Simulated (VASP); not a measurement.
# As in VASP: single point with PBE+D3(BJ)

Aim: the single point of As with PBE+D3(BJ).

Program: VASP 6.6.1. These are calculated values, not measurements. Logs are shortened: lines on timing, memory, paths and dates and some standing lists are left out, and cuts for length are marked.

## 1. The cell of the first run

The cell holds a sheet with vacuum, 2 atoms: a = 3.571 Å, b = 3.571 Å, c = 26.600 Å, α = 90.00°, β = 90.00°, γ = 120.00°.

## 2. Single point, PBE+D3(BJ)

Input file INCAR:

```
  ALGO = Normal
  DIPOL = 0.5 0.5 0.289
  EDIFF = 1E-6
  ENCUT = 400
  GGA = PE
  GGA_COMPAT = F
  IDIPOL = 3
  ISIF = 2
  ISMEAR = 0
  IVDW = 12
  LASPH = T
  LCHARG = F
  LDIPOL = T
  LREAL = F
  LWAVE = F
  NBANDS = 12
  NELM = 120
  NELMDL = -8
  PREC = Accurate
  SIGMA = 0.03
```

Input file KPOINTS:

```
k-points
0
Gamma
  12 12 1
```

Input file POSCAR:

```
As
1.0
    3.5708955102      0.0000000000      0.0000000000
   -1.7854477551      3.0924862261      0.0000000000
    0.0000000000      0.0000000000     26.6000000028
As
2
Direct
    0.3333333333      0.6666666667      0.2631908322
    0.6666666667      0.3333333333      0.3157565362
```

Potentials or basis: VASP PAW PBE potentials, release 64 (As).

Started as:

```console
$ cat potpaw_PBE.64/As/POTCAR > POTCAR
$ mpirun -np 1 vasp_std > vasp.out
```

OUTCAR:

```text
EDIFF = 1E-6
   ENCUT = 400
   GGA = PE
   ISIF = 2
   ISMEAR = 0
   IVDW = 12
   LASPH = T
   LREAL = F
   NELM = 120
   NELMDL = -8
   PREC = Accurate
 IVDW          = 12

 ion  position               nearest neighbor table
   1  0.333  0.667  0.263-   2 2.49   2 2.49   2 2.49
   2  0.667  0.333  0.316-   1 2.49   1 2.49   1 2.49

  LATTYP: Found a hexagonal cell.
 ALAT       =     3.5708955102
 C/A-ratio  =     7.4491118339

  Lattice vectors:

 A1 = (   3.5708955102,   0.0000000000,   0.0000000000)
 A2 = (  -1.7854477551,   3.0924862261,   0.0000000000)
 A3 = (   0.0000000000,   0.0000000000,  26.6000000028)

Analysis of symmetry for initial positions (statically):
=====================================================================
 Subroutine PRICEL returns:
 Original cell was already a primitive cell.

 Routine SETGRP: Setting up the symmetry group for a
 hexagonal supercell.

 Subroutine GETGRP returns: Found 12 space group operations
 (whereof  6 operations were pure point group operations)
 out of a pool of 24 trial point group operations.

The static configuration has the point symmetry C_3v.
 The point group associated with its full space group is D_3d.

Analysis of symmetry for dynamics (positions and initial velocities):
=====================================================================
 Subroutine PRICEL returns:
 Original cell was already a primitive cell.

 Routine SETGRP: Setting up the symmetry group for a
 hexagonal supercell.

 Subroutine GETGRP returns: Found 12 space group operations
 (whereof  6 operations were pure point group operations)
 out of a pool of 24 trial point group operations.

The dynamic configuration has the point symmetry C_3v.
 The point group associated with its full space group is D_3d.

 Subroutine INISYM returns: Found 12 space group operations
 (whereof  6 operations are pure point group operations),
 and found     1 'primitive' translations

----------------------------------------------------------------------------------------

                                     Primitive cell

  volume of cell :     293.7423

  direct lattice vectors                    reciprocal lattice vectors
     3.570895510  0.000000000  0.000000000     0.280041798  0.161682208  0.000000000
    -1.785447755  3.092486226  0.000000000     0.000000000  0.323364415  0.000000000
     0.000000000  0.000000000 26.600000003     0.000000000  0.000000000  0.037593985

  length of vectors
     3.570895510  3.570895510 26.600000003     0.323364415  0.323364415  0.037593985

[... 91 lines left out ...]
   IALGO  =     38    algorithm
   IMIX   =      4    mixing-type and parameters
     AMIX     =   0.40;   BMIX     =  1.00
     AMIX_MAG =   1.60;   BMIX_MAG =  1.00
  volume/ion in A,a.u.               =     146.87       991.14
  Fermi-wavevector in a.u.,A,eV,Ry     =   0.530582  1.002655  3.830277  0.281517
  Thomas-Fermi vector in A             =   1.553210
   LORBIT       =      0    0 simple, 1 ext, 2 COOP (PROOUT), +10 PAW based schemes
   GGA     = PE    functional components
   LHFCALC =     F    Hartree Fock is set to
   AEXX    =    0.0000 exact exchange contribution
   IVDW    =    12    specifies the selected vdW correction
   LEPSILON=     F    determine dielectric tensor
   LRPA    =     F    only Hartree local field effects (RPA)
 non-spin polarized calculation
 Gauss-broadening in eV      SIGMA  =   0.03
  energy-cutoff  :      400.00
  volume of cell :      293.74
 maximum number of plane-waves:      5380
 NGX is ok and might be reduce to    24
   NGX = 11   NGY = 11   NGZ = 87

 dipolmoment           0.000000      0.000000     -0.000005 electrons x Angstroem

 number of electron      10.0000000 magnetization

 dipolmoment           0.000000      0.000000      0.000000 electrons x Angstroem

 Free energy of the ion-electron system (eV)
  ---------------------------------------------------
  ext. energy  EPLUGINS =         0.00000000
  ---------------------------------------------------
  free energy    TOTEN  =        -9.32823578 eV

  energy without entropy =       -9.32823578  energy(sigma->0) =       -9.32823578

 E-fermi :  -3.6550     XC(G=0):  -1.9859

 val. band max:       -3.8443033550   @ k =   0.0000   0.0000   0.0000
 cond. band min:      -2.2958162175   @ k =   0.3333   0.0000   0.0000
 fundamental gap:      1.5484871376
 Fermi energy:        -3.6550154873

 k-point     1 :       0.0000    0.0000    0.0000
  band No.  band energies     occupation
      1     -17.5281      2.00000
      2     -11.1285      2.00000
      3      -4.5395      2.00000
      4      -3.8443      2.00000
      5      -3.8443      2.00000
      6      -1.8090      0.00000
      7      -0.3275      0.00000
      8      -0.3275      0.00000
      9       0.9148      0.00000
     10       1.1717      0.00000
     11       1.6022      0.00000
     12       1.9050      0.00000
[... 256 lines left out ...]
 k-point    19 :       0.3333    0.3333    0.0000
  band No.  band energies     occupation
      1     -13.8806      2.00000
      2     -13.8806      2.00000
      3      -8.3641      2.00000
      4      -5.9327      2.00000
      5      -5.9327      2.00000
      6      -1.9603      0.00000
      7       0.6905      0.00000
      8       0.6905      0.00000
      9       4.1904      0.00000
     10       5.1260      0.00000
     11       5.1260      0.00000
     12       5.9012      0.00000

------------------------ aborting loop because EDIFF is reached ----------------------------------------

 vacuum level on the upper side and lower side of the slab       (xc-potential included)        -0.008        -0.008

 Edisp (eV)   -0.42372

 E8    (eV) :    -0.1923

  FORCE on cell =-STRESS in cart. coord.  units (eV):
  Direction    XX          YY          ZZ          XY          YZ          ZX
  --------------------------------------------------------------------------------------
  -------------------------------------------------------------------------------------
  Total       0.07151     0.07151     0.11801     0.00000     0.00000     0.00000
  in kB       0.39005     0.39005     0.64368     0.00000     0.00000     0.00000
  external pressure =        0.47 kB  Pullay stress =        0.00 kB

 VOLUME and BASIS-vectors are now :
 -----------------------------------------------------------------------------
  energy-cutoff  :      400.00
  volume of cell :      293.74
      direct lattice vectors                 reciprocal lattice vectors
     3.570895510  0.000000000  0.000000000     0.280041798  0.161682208  0.000000000
    -1.785447755  3.092486226  0.000000000     0.000000000  0.323364415  0.000000000
     0.000000000  0.000000000 26.600000003     0.000000000  0.000000000  0.037593985

 POSITION                                       TOTAL-FORCE (eV/Angst)
 -----------------------------------------------------------------------------------
     -0.00000      2.06166      7.00088         0.000000      0.000000     -0.089797
      1.78545      1.03083      8.39912        -0.000000     -0.000000      0.089797
 -----------------------------------------------------------------------------------
    total drift:                                0.000000     -0.000000      0.000002

  FREE ENERGIE OF THE ION-ELECTRON SYSTEM (eV)
  ---------------------------------------------------
  free  energy   TOTEN  =        -9.7519606675 eV

  energy  without entropy=       -9.7519606675  energy(sigma->0) =       -9.75196067

 vacuum level on the upper side and lower side of the slab         1.430         1.429
```

OSZICAR:

```text
N       E                     dE             d eps       ncg     rms          rms(c)
DAV:   1     0.584330464544E+02    0.58433E+02   -0.24465E+03   456   0.431E+02
DAV:   2    -0.333576591953E+01   -0.61769E+02   -0.55859E+02   732   0.876E+01
DAV:   3    -0.930854429766E+01   -0.59728E+01   -0.59581E+01   656   0.354E+01
[... 14 lines left out ...]
DAV:  18    -0.932821407788E+01   -0.12499E-04   -0.36794E-07   656   0.130E-03    0.477E-04
DAV:  19    -0.932822807463E+01   -0.13997E-04   -0.59755E-07   596   0.185E-03    0.342E-04
DAV:  20    -0.932823390324E+01   -0.58286E-05   -0.21838E-07   548   0.928E-04    0.308E-04
DAV:  21    -0.932823519273E+01   -0.12895E-05   -0.21592E-08   492   0.315E-04    0.152E-04
DAV:  22    -0.932823578406E+01   -0.59133E-06   -0.12757E-08   488   0.245E-04
   1 F= -.97519607E+01 E0= -.97519607E+01  d E =-.120639E-20
```

It took 2 min on 1 thread of Intel Xeon 8259CL, shared host; peak memory 0.3 GiB.

Results:

```yaml
Free_energy: -9.7520 eV
Largest_force: 0.090 eV/Å
Band_gap_on_the_k_mesh: 1.55 eV, indirect (least direct gap 2.04 eV)
Dispersion_energy_per_atom: -0.212 eV
```

Forces in eV/Å, atoms in the order of the input:
```
As   0.000  0.000 -0.090
As   0.000  0.000  0.090
```
